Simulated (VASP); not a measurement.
# Co2Si (Pnma) in VASP: single point with PBE

Aim: the single point of Co2Si with PBE.

All numbers are computed with VASP 6.6.1; they aren't measurements. Logs are shortened: lines on timing, memory, paths and dates and some standing lists are left out, and cuts for length are marked.

## (1) The cell of the first run

It takes space group Pnma (No. 62, orthorhombic). Conventional cell: a = 4.887 Å, b = 3.713 Å, c = 7.036 Å, α = 90.00°, β = 90.00°, γ = 90.00°. Within 3.2 Å of Co (site symmetry m) lie 6 Si at 2.33 to 3.18 Å and 8 Co at 2.49 to 2.66 Å. Within 3.0 Å of Co (site symmetry m) lie 5 Si at 2.29 to 2.60 Å and 8 Co at 2.53 to 2.67 Å. Si (site symmetry m) has 11 Co at 2.29 to 3.18 Å and 4 Si at 3.10 to 3.18 Å within 3.2 Å.

## (2) Single point, PBE, collinear spin, ferromagnetic start

The input, INCAR:

```
PREC = Accurate ; ENCUT = 520
EDIFF = 1E-6 ; ISMEAR = 0
SIGMA = 0.05 ; LREAL = False
LASPH = True ; NELM = 150
ALGO = Normal ; ISIF = 2
LWAVE = False ; LCHARG = False
ISPIN = 2 ; MAGMOM = 1.5 1.5 1.5 1.5 1.5 1.5 1.5 1.5 0 0 0 0
LORBIT = 11 ; LMAXMIX = 4
GGA = PE ; NBANDS = 60
```

The input, KPOINTS:

```
Automatic mesh
0
Gamma
  4 6 4
```

The input, POSCAR:

```
Co2Si
1.0
    4.8868711987      0.0000000000      0.0000000000
    0.0000000000      3.7133119062      0.0000000000
    0.0000000000      0.0000000000      7.0364417771
Co Si
8 4
Direct
    0.9643474423      0.7500000000      0.2174557076
    0.0356525577      0.2500000000      0.7825442924
    0.5356525577      0.2500000000      0.7174557076
    0.4643474423      0.7500000000      0.2825442924
    0.8265290348      0.7500000000      0.5645852571
    0.1734709652      0.2500000000      0.4354147429
    0.6734709652      0.2500000000      0.0645852571
    0.3265290348      0.7500000000      0.9354147429
    0.2968305498      0.7500000000      0.6057262520
    0.7031694502      0.2500000000      0.3942737480
    0.2031694502      0.2500000000      0.1057262520
    0.7968305498      0.7500000000      0.8942737480
```

Potentials or basis: VASP PAW PBE potentials, release 64 (Co, Si).

Run with:

```sh
> cat potpaw_PBE.64/Co/POTCAR potpaw_PBE.64/Si/POTCAR > POTCAR
> mpirun -np 1 vasp_std > vasp.out
```

OUTCAR:

```text
PREC = Accurate
   ENCUT = 520
   EDIFF = 1E-6
   ISMEAR = 0
   LREAL = False
   LASPH = True
   NELM = 150
   ISIF = 2
   ISPIN = 2
   LORBIT = 11
   GGA = PE

 ion  position               nearest neighbor table
   1  0.964  0.750  0.217-  11 2.33  11 2.33  12 2.42   4 2.49   4 2.49   5 2.53  10 2.57  10 2.57
                             7 2.57   7 2.57   6 2.62   6 2.62   8 2.66
   2  0.036  0.250  0.783-  12 2.33  12 2.33  11 2.42   3 2.49   3 2.49   6 2.53   9 2.57   9 2.57
                             8 2.57   8 2.57   5 2.62   5 2.62   7 2.66
   3  0.536  0.250  0.717-   9 2.33   9 2.33  10 2.42   2 2.49   2 2.49   7 2.53  12 2.57  12 2.57
                             5 2.57   5 2.57   8 2.62   8 2.62   6 2.66
   4  0.464  0.750  0.283-  10 2.33  10 2.33   9 2.42   1 2.49   1 2.49   8 2.53  11 2.57  11 2.57
                             6 2.57   6 2.57   7 2.62   7 2.62   5 2.66
   5  0.827  0.750  0.565-  10 2.29  10 2.29   9 2.32  12 2.32   1 2.53   3 2.57   3 2.57   9 2.60
                             2 2.62   2 2.62   4 2.66   6 2.67   6 2.67
   6  0.173  0.250  0.435-   9 2.29   9 2.29  10 2.32  11 2.32   2 2.53   4 2.57   4 2.57  10 2.60
                             1 2.62   1 2.62   3 2.66   5 2.67   5 2.67
   7  0.673  0.250  0.065-  12 2.29  12 2.29  11 2.32  10 2.32   3 2.53   1 2.57   1 2.57  11 2.60
                             4 2.62   4 2.62   2 2.66   8 2.67   8 2.67
   8  0.327  0.750  0.935-  11 2.29  11 2.29  12 2.32   9 2.32   4 2.53   2 2.57   2 2.57  12 2.60
                             3 2.62   3 2.62   1 2.66   7 2.67   7 2.67
   9  0.297  0.750  0.606-   6 2.29   6 2.29   5 2.32   8 2.32   3 2.33   3 2.33   4 2.42   2 2.57
                             2 2.57   5 2.60  10 3.10  10 3.10
  10  0.703  0.250  0.394-   5 2.29   5 2.29   6 2.32   7 2.32   4 2.33   4 2.33   3 2.42   1 2.57
                             1 2.57   6 2.60   9 3.10   9 3.10
  11  0.203  0.250  0.106-   8 2.29   8 2.29   7 2.32   6 2.32   1 2.33   1 2.33   2 2.42   4 2.57
                             4 2.57   7 2.60  12 3.10  12 3.10
  12  0.797  0.750  0.894-   7 2.29   7 2.29   8 2.32   5 2.32   2 2.33   2 2.33   1 2.42   3 2.57
                             3 2.57   8 2.60  11 3.10  11 3.10

  LATTYP: Found a simple orthorhombic cell.
 ALAT       =     3.7133119062
 B/A-ratio  =     1.3160411304
 C/A-ratio  =     1.8949234416

  Lattice vectors:

 A1 = (   0.0000000000,  -3.7133119062,   0.0000000000)
 A2 = (   4.8868711987,   0.0000000000,   0.0000000000)
 A3 = (   0.0000000000,   0.0000000000,   7.0364417771)

Analysis of symmetry for initial positions (statically):
=====================================================================
 Subroutine PRICEL returns:
 Original cell was already a primitive cell.

 Routine SETGRP: Setting up the symmetry group for a
 simple orthorhombic supercell.

 Subroutine GETGRP returns: Found  8 space group operations
 (whereof  2 operations were pure point group operations)
 out of a pool of  8 trial point group operations.
[... 1632 lines left out ...]
  band No.  band energies     occupation
      1      -0.7661      1.00000
      2       1.6737      1.00000
      3       2.0134      1.00000
      4       3.8852      1.00000
      5       5.4873      1.00000
      6       5.7401      1.00000
[... 1405 lines left out ...]
     55      16.0460      0.00000
     56      16.0460      0.00000

 [... further k-points ...]

 [bands above 56 left out]

------------------------ aborting loop because EDIFF is reached ----------------------------------------

  FORCE on cell =-STRESS in cart. coord.  units (eV):
  Direction    XX          YY          ZZ          XY          YZ          ZX
  --------------------------------------------------------------------------------------
  -------------------------------------------------------------------------------------
  Total       -0.1343156      0.0144747     -0.1210778      0.0000000      0.0000000      0.0000000
  in kB       -1.6853553      0.1816248     -1.5192518      0.0000000      0.0000000      0.0000000
  external PRESSURE =      -1.0076608 kB  Pullay stress =       0.0000000 kB

 VOLUME and BASIS-vectors are now :
 -----------------------------------------------------------------------------
  energy-cutoff  :      520.00
  volume of cell :      127.69
      direct lattice vectors                 reciprocal lattice vectors
     4.886871199  0.000000000  0.000000000     0.204629907  0.000000000  0.000000000
     0.000000000  3.713311906  0.000000000     0.000000000  0.269301374  0.000000000
     0.000000000  0.000000000  7.036441777     0.000000000  0.000000000  0.142117285

 POSITION                                       TOTAL-FORCE (eV/Angst)
 -----------------------------------------------------------------------------------
      4.71264      2.78498      1.53011        -0.014248     -0.000000      0.009288
      0.17423      0.92833      5.50633         0.014248      0.000000     -0.009288
      2.61767      0.92833      5.04834         0.014248      0.000000      0.009288
      2.26921      2.78498      1.98811        -0.014248     -0.000000     -0.009288
      4.03914      2.78498      3.97267        -0.004901     -0.000000      0.001651
      0.84773      0.92833      3.06377         0.004901     -0.000000     -0.001651
      3.29117      0.92833      0.45445         0.004901     -0.000000      0.001651
      1.59571      2.78498      6.58199        -0.004901      0.000000     -0.001651
      1.45057      2.78498      4.26216        -0.010726      0.000000     -0.002674
      3.43630      0.92833      2.77428         0.010726     -0.000000      0.002674
      0.99286      0.92833      0.74394         0.010726     -0.000000     -0.002674
      3.89401      2.78498      6.29251        -0.010726     -0.000000      0.002674
 -----------------------------------------------------------------------------------
    total drift:                                0.000000     -0.000000      0.000000

  FREE ENERGIE OF THE ION-ELECTRON SYSTEM (eV)
  ---------------------------------------------------
  free  energy   TOTEN  =       -83.4420547888 eV

  energy  without entropy=      -83.4326062995  energy(sigma->0) =      -83.43733054

 total charge

# of ion       s       p       d       tot
------------------------------------------
    1        0.438   0.560   7.446   8.443
    2        0.438   0.560   7.446   8.443
    3        0.438   0.560   7.446   8.443
    4        0.438   0.560   7.446   8.443
    5        0.457   0.589   7.500   8.546
    6        0.457   0.589   7.500   8.546
    7        0.457   0.589   7.500   8.546
    8        0.457   0.589   7.500   8.546
    9        0.731   0.908   0.000   1.640
   10        0.731   0.908   0.000   1.640
   11        0.731   0.908   0.000   1.640
   12        0.731   0.908   0.000   1.640
--------------------------------------------------
tot          6.503   8.228  59.784  74.515

 magnetization (x)

# of ion       s       p       d       tot
------------------------------------------
    1       -0.001  -0.007   0.483   0.476
    2       -0.001  -0.007   0.483   0.476
    3       -0.001  -0.007   0.483   0.476
    4       -0.001  -0.007   0.483   0.476
    5       -0.004  -0.011   0.285   0.270
    6       -0.004  -0.011   0.285   0.270
    7       -0.004  -0.011   0.285   0.270
    8       -0.004  -0.011   0.285   0.270
    9       -0.003  -0.016   0.000  -0.019
   10       -0.003  -0.016   0.000  -0.019
   11       -0.003  -0.016   0.000  -0.019
   12       -0.003  -0.016   0.000  -0.019
--------------------------------------------------
tot         -0.030  -0.136   3.072   2.906
```

OSZICAR:

```text
N       E                     dE             d eps       ncg     rms          rms(c)
DAV:   1     0.691225943572E+03    0.69123E+03   -0.36860E+04  8640   0.182E+03
DAV:   2    -0.224188376309E+02   -0.71364E+03   -0.68118E+03  8640   0.396E+02
DAV:   3    -0.916093922193E+02   -0.69191E+02   -0.61700E+02  8844   0.151E+02
DAV:   4    -0.946876363033E+02   -0.30782E+01   -0.30245E+01 10968   0.304E+01
DAV:   5    -0.947827245947E+02   -0.95088E-01   -0.94962E-01 10968   0.497E+00    0.368E+01
DAV:   6    -0.966377749032E+02   -0.18551E+01   -0.18169E+02 10584   0.129E+02    0.327E+01
DAV:   7    -0.869942350957E+02    0.96435E+01   -0.69012E+01  9784   0.122E+02    0.281E+01
DAV:   8    -0.845058016809E+02    0.24884E+01   -0.26135E+01 10352   0.856E+01    0.141E+01
DAV:   9    -0.836279799176E+02    0.87782E+00   -0.45547E+00 11108   0.325E+01    0.490E+00
DAV:  10    -0.834626404209E+02    0.16534E+00   -0.85893E-01  9740   0.975E+00    0.205E+00
DAV:  11    -0.834438045199E+02    0.18836E-01   -0.15712E-01 11132   0.334E+00    0.837E-01
DAV:  12    -0.834426714496E+02    0.11331E-02   -0.12832E-02 10296   0.922E-01    0.409E-01
DAV:  13    -0.834419609757E+02    0.71047E-03   -0.17024E-03 12248   0.292E-01    0.191E-01
DAV:  14    -0.834420281606E+02   -0.67185E-04   -0.35844E-04  9760   0.175E-01    0.113E-01
DAV:  15    -0.834420697983E+02   -0.41638E-04   -0.12333E-04 10076   0.978E-02    0.545E-02
DAV:  16    -0.834420576165E+02    0.12182E-04   -0.44254E-05  9596   0.713E-02    0.237E-02
DAV:  17    -0.834420555151E+02    0.21015E-05   -0.13944E-05 10756   0.289E-02    0.807E-03
DAV:  18    -0.834420547888E+02    0.72621E-06   -0.93915E-07  4784   0.677E-03
   1 F= -.83442055E+02 E0= -.83437331E+02  d E =-.944849E-02  mag=     2.7605
```

stdout:

```text
POSCAR found type information on POSCAR CoSi
 POSCAR found :  2 types and      12 ions
 scaLAPACK will be used
 LDA part: xc-table for (Slater+PW92), standard interpolation
 POSCAR, INCAR and KPOINTS ok, starting setup
 FFT: planning ... GRIDC
 FFT: planning ... GRID_SOFT
 FFT: planning ... GRID
 WAVECAR not read
 entering main loop
```

It took 21 min on 1 thread of Oxide Virtual Turin-like, shared host; peak memory 0.47 GiB.

Results:

| Item | Value |
| --- | --- |
| Free energy | -83.4421 eV |
| Pressure | -0.1 GPa |
| Largest force | 0.017 eV/Å |
| Net moment | 2.76 μB per cell |
| Site moments | Co +0.48, +0.27 (each value once); Si -0.02 μB |
| Valence electrons inside the program's atomic spheres | Co 8.44, 8.55 (each value once); Si 1.64 |

Forces on the atoms (eV/Å):
```
Co  -0.014  0.000  0.009
Co   0.014  0.000 -0.009
Co   0.014  0.000  0.009
Co  -0.014  0.000 -0.009
Co  -0.005  0.000  0.002
Co   0.005  0.000 -0.002
Co   0.005  0.000  0.002
Co  -0.005  0.000 -0.002
Si  -0.011  0.000 -0.003
Si   0.011  0.000  0.003
Si   0.011  0.000 -0.003
Si  -0.011  0.000  0.003
```
